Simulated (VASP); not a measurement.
Crystal: Si3N4.

```
CELL_PARAMETERS angstrom
7.63740 0.00000 0.00000
-3.81870 6.61418 0.00000
0.00000 0.00000 2.92200
ATOMIC_POSITIONS crystal
Si 0.19210 0.76620 0.25000
Si 0.42590 0.19210 0.75000
Si 0.23380 0.42590 0.25000
Si 0.80790 0.23380 0.75000
Si 0.57410 0.80790 0.25000
Si 0.76620 0.57410 0.75000
N 0.33333 0.66667 0.25000
N 0.66667 0.33333 0.75000
N 0.33950 0.03540 0.25000
N 0.30410 0.33950 0.75000
N 0.96460 0.30410 0.25000
N 0.66050 0.96460 0.75000
N 0.69590 0.66050 0.25000
N 0.03540 0.69590 0.75000
```

```yaml
Program: VASP 6.6.1
Task: relaxation of the atoms
Functional: PBE
Potentials_or_basis: VASP PAW PBE potentials, release 64 (Si, N)
Cutoff: 520 eV
k_mesh: 4 × 4 × 9
Occupations: fermi-dirac, width 0.02 eV
Spin: no spin polarisation
```

At the start: pressure 7.6 GPa; volume 10.54 Å³/atom.

Question: Where does the relaxation end?

Answer: Over 16 steps the energy falls by 196.1 meV/atom at a fixed cell; space group P6_3/m (No. 176, to 0.1 Å) before and after.

Step by step:
```
step  energy change (eV)  largest force (eV/Å)  pressure (GPa)
   1              0.0000                7.4148            7.62
   2              4.4982                7.9034            8.06
   3             -2.5326                0.9510            2.39
   4             -2.5326                0.9845            2.36
   5             -2.6658                0.5248            2.14
   6             -2.6666                0.5822            2.15
   7             -2.7370                0.1277            2.04
   8             -2.7374                0.0821            2.04
   9             -2.7395                0.0593            1.99
  10             -2.7424                0.1381            1.85
  11             -2.7435                0.0987            1.82
  12             -2.7450                0.0529            1.73
  13             -2.7452                0.0419            1.72
  14             -2.7456                0.0253            1.69
  15             -2.7456                0.0278            1.68
  16             -2.7457                0.0106            1.68
```

Final structure:
```
Si N
1.0
     7.63740    0.00000    0.00000
    -3.81870    6.61418    0.00000
     0.00000    0.00000    2.92200
Si N
6 8
Cartesian
  -1.6019 5.0822 0.7305
  2.4351 1.1538 2.1915
  0.2184 2.6858 0.7305
  5.4206 1.5320 2.1915
  1.3836 5.4604 0.7305
  3.6003 3.9284 2.1915
  0.0000 4.4095 0.7305
  3.8187 2.2047 2.1915
  2.4029 0.2009 0.7305
  1.0274 2.1814 2.1915
  6.2620 1.9805 0.7305
  1.4158 6.4133 2.1915
  2.7913 4.4328 0.7305
  -2.4433 4.6337 2.1915
```
